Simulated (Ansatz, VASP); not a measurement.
# SiO2: VASP beside Ansatz

```
Si O
1.0
     5.03429    0.00000    0.00000
     0.00000    5.03429    0.00000
     0.00000    0.00000    7.02171
Si O
4 8
Direct
  0.29725 0.29725 0.00000
  0.20275 0.79725 0.25000
  0.70275 0.70275 0.50000
  0.79725 0.20275 0.75000
  0.23991 0.10024 0.17749
  0.39976 0.73991 0.42749
  0.76009 0.89976 0.67749
  0.60024 0.26009 0.92749
  0.73991 0.39976 0.57251
  0.89976 0.76009 0.32251
  0.26009 0.60024 0.07251
  0.10024 0.23991 0.82251
```

Alike in both runs: functional PBEsol; k mesh 6 × 6 × 4; occupations gaussian, width 0.02 eV; no spin polarisation.

Ansatz relaxed the structure, and its values are those at the end. VASP's run is a single point on that final structure, the one shown.

```csv
,VASP,Ansatz
version,VASP 6.6.1,Ansatz 0.2.0
potentials or method,"VASP PAW PBE potentials, release 64 (Si, O), cutoff 520 eV","scalar-relativistic, plane waves, PAW"
valence electrons in the cell,64,64
```

Ansatz gave:

* gap on the k mesh at the Fermi level (eV): 5.57
* least direct gap on the mesh (eV): 5.57
* pressure (GPa): 0.0
* rms of the force components (eV/Å): 0.000

Q: Which values does VASP return?

A: gap on the k mesh at the Fermi level (eV): 5.57; least direct gap on the mesh (eV): 5.57; pressure (GPa): 0.5; rms of the force components (eV/Å): 0.012.

VASP's potentials were made for PBE, not for PBEsol.
